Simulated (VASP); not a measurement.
Runs of VASP 6.6.1 on MgS. The structure is that of space group Fm-3m (No. 225), or close to it. The cells are those of the table. 

```tsv
level	potentials or basis	cell	gap on the mesh (eV)	pressure (GPa)
PBE+D4	VASP PAW PBE potentials, release 64 (Mg, S)	a = 3.632 Å, angles 60.0°, 2 atoms	(d)	1.4
PBE	VASP PAW PBE potentials, release 64 (Mg, S)	a = 3.679 Å, angles 60.0°, 2 atoms	(c)	0.9
LDA	VASP PAW LDA potentials, release 64 (Mg, S)	a = 3.652 Å, angles 60.0°, 2 atoms	2.60	-2.2
PBE+D3(BJ)	VASP PAW PBE potentials, release 64 (Mg, S)	a = 3.662 Å, angles 60.0°, 2 atoms	(a)	-1.3
PBE+D4	VASP PAW PBE potentials, release 64 (Mg, S)	a = 3.657 Å, angles 60.0°, 2 atoms	2.82	-0.3
LDA	VASP PAW LDA potentials, release 64 (Mg, S)	a = 3.603 Å, angles 60.0°, 2 atoms	2.69	1.2
PBE+D4	VASP PAW PBE potentials, release 64 (Mg, S)	a = 3.705 Å, angles 60.0°, 2 atoms	2.73	(b)
BLYP+D3(BJ)	VASP PAW PBE potentials, release 64 (Mg, S)	a = 3.623 Å, angles 60.0°, 2 atoms	2.94	-0.2
LDA	VASP PAW LDA potentials, release 64 (Mg, S)	a = 3.578 Å, angles 60.0°, 2 atoms	2.73	3.1
PBE+D4	VASP PAW PBE potentials, release 64 (Mg, S)	a = 3.681 Å, angles 60.0°, 2 atoms	2.77	-1.8
PBE+D4	VASP PAW PBE potentials, release 64 (Mg, S)	a = 3.607 Å, angles 60.0°, 2 atoms	2.90	3.2
LDA	VASP PAW LDA potentials, release 64 (Mg, S)	a = 3.651 Å, angles 60.0°, 2 atoms	2.61	-2.2
```

Alike in all rows: task single point; no spin polarisation; k mesh 8 × 8 × 8; cutoff (eV) 600; smearing gaussian 0.05 eV.

Q: Fill in the values left out.

A: (a) 2.81; (b) -3.2; (c) 2.78; (d) 2.86.

Caveats: the PAW data sets were made with another functional, which shifts forces and pressure a little (some runs).

A k mesh can miss the band edges.
